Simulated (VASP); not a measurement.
Runs of VASP 6.6.1 on PbO2. The structure is that of space group Fm-3m (No. 225), or close to it. The cells are those of the table. 

| potentials or basis | cell | cutoff (eV) | second run | gap on the mesh (eV) | pressure (GPa) |
| --- | --- | --- | --- | --- | --- |
| VASP PAW PBE potentials, release 64 (Pb_d, O_h) | a = 3.682 Å, angles 60.0°, 3 atoms | 910 | hard_potentials | none | 13.1 |
| VASP PAW PBE potentials, release 64 (Pb_d, O) | a = 3.682 Å, angles 60.0°, 3 atoms | 520 | - | none | (b) |
| VASP PAW PBE potentials, release 64 (Pb_d, O_h) | a = 3.717 Å, angles 60.0°, 3 atoms | 910 | hard_potentials | none | 7.0 |
| VASP PAW PBE potentials, release 64 (Pb_d, O) | a = 3.647 Å, angles 60.0°, 3 atoms | 520 | - | none | 20.5 |
| VASP PAW PBE potentials, release 64 (Pb_d, O) | a = 3.573 Å, angles 60.0°, 3 atoms | 520 | - | none | (c) |
| VASP PAW PBE potentials, release 64 (Pb_d, O) | a = 3.610 Å, angles 60.0°, 3 atoms | 520 | - | none | 28.9 |
| VASP PAW PBE potentials, release 64 (Pb_d, O) | a = 3.717 Å, angles 60.0°, 3 atoms | 520 | - | none | 7.3 |
| VASP PAW PBE potentials, release 64 (Pb_d, O_h) | a = 3.647 Å, angles 60.0°, 3 atoms | 910 | hard_potentials | none | (a) |

Alike in all rows: task single point; level r2SCAN; no spin polarisation; k mesh 6 × 6 × 6; smearing fermi-dirac 0.02 eV.

**Question.** Estimate the missing entries.

**Answer.** (a) 20.1; (b) 13.4; (c) 38.7.

Caveats: the PAW data sets were made with another functional, which shifts forces and pressure a little; spin-orbit coupling is left out, which moves the levels of the heavy elements; the cutoff is under 1.25 times the usual one of these potentials, so pressure, stress and relaxed cells hold a basis-set (Pulay) error (some runs).

A k mesh can miss the band edges, and the runs leave out spin-orbit coupling on Pb.

A gap of «none» marks levels without a gap at the run's occupations.
